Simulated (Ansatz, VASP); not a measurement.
# One calculation of LiCl, two programs

Contents of INCAR:

```
SYSTEM = LiCl
PREC = Accurate
ENCUT = 520
EDIFF = 1E-7
ISMEAR = 0
SIGMA = 0.05
LREAL = .False.
LASPH = .True.
NELM = 60
ALGO = Normal
ISIF = 2
LWAVE = .False.
LCHARG = .False.
GGA = PS
NBANDS = 12
```

KPOINTS

```
Automatic mesh
0
Gamma
  8 8 8
  0 0 0
```

File POSCAR:

```
LiCl
1.0
    0.0000000000      2.6288790000      2.5647600000
    2.6288790000      0.0000000000      2.5647600000
    2.6288790000      2.6288790000      0.0000000000
Li Cl
1 1
Direct
    0.0000000000      0.0000000000      0.0000000000
    0.5000000000      0.5000000000      0.5000000000
```

Input for Ansatz:

```yaml
crystal:
  lattice:
    - [0.0, 2.628879, 2.56476]
    - [2.628879, 0.0, 2.56476]
    - [2.628879, 2.628879, 0.0]
  atoms:
    - { symbol: Li, position: [0.0, 0.0, 0.0] }
    - { symbol: Cl, position: [0.5, 0.5, 0.5] }
basis:
  ecutwfc: 420
kpoints:
  mp_grid: { grid: [8, 8, 8] }
hamiltonian:
  xc: pbesol
scf:
  occupations: { method: gaussian, width: 0.05 }
output:
  forces: true
  stress: true
  eigenvalues: true
```

Change from the starting cell: strain +0.025 along x and y, +0.000 along z, atoms carried along.

Alike in both runs: task single point; functional PBEsol; k mesh 8 × 8 × 8; occupations gaussian, width 0.05 eV; no spin polarisation.

|  | VASP | Ansatz |
| --- | --- | --- |
| version | VASP 6.6.1 | Ansatz 0.2.0 |
| potentials or method | VASP PAW PBE potentials, release 64 (Li_sv, Cl), cutoff 520 eV | scalar-relativistic, plane waves, PAW |
| valence electrons in the cell | 10 | 10 |

|  | VASP | Ansatz | Ansatz less VASP |
| --- | --- | --- | --- |
| gap on the k mesh at the Fermi level (eV) | 5.85 | 5.84 | -0.009 |
| least direct gap on the mesh (eV) | 5.85 | 5.84 | -0.009 |

VASP's potentials were made for PBE, not for PBEsol. The functional is the same, so the differences come from potentials, cutoffs and numerics.

Noted on VASP's run: the cutoff is short for stress, so the pressure is rough.
